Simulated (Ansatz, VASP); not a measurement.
Two plane-wave programs on Cu

```
CELL_PARAMETERS angstrom
0.00000 1.80750 1.80750
1.78943 0.00000 1.80750
1.78943 1.80750 0.00000
ATOMIC_POSITIONS crystal
Cu 0.00000 0.00000 0.00000
```

Change from the starting cell: strain -0.0100 x Voigt [1, 0, 0, 0, 0, 0], atoms carried along.

Alike in both runs: task single point; functional PBE; k mesh 22 × 22 × 22; occupations gaussian, width 0.15 eV; no spin polarisation.

```csv
,VASP,Ansatz
version,VASP 6.6.1,Ansatz 0.2.0
potentials or method,"VASP PAW PBE potentials, release 64 (Cu), cutoff 520 eV","scalar-relativistic, plane waves, PAW"
valence electrons in the cell,11,19
```

VASP gave:

| Item | Value |
| --- | --- |
| gap on the k mesh at the Fermi level (eV) | none |
| pressure (GPa) | 3.7 |
| traceless stress, the component that is largest in VASP (GPa) | 0.38 |

Problem. Estimate Ansatz's values.

Solution. gap on the k mesh at the Fermi level (eV): none; pressure (GPa): 3.3; traceless stress, the component that is largest in VASP (GPa): 0.39.

A gap of «none» marks a metal or a gap that the smearing closes. VASP's potentials hold 11 valence electrons a cell and Ansatz's 19, so a difference there can come from the potentials and not from the codes.
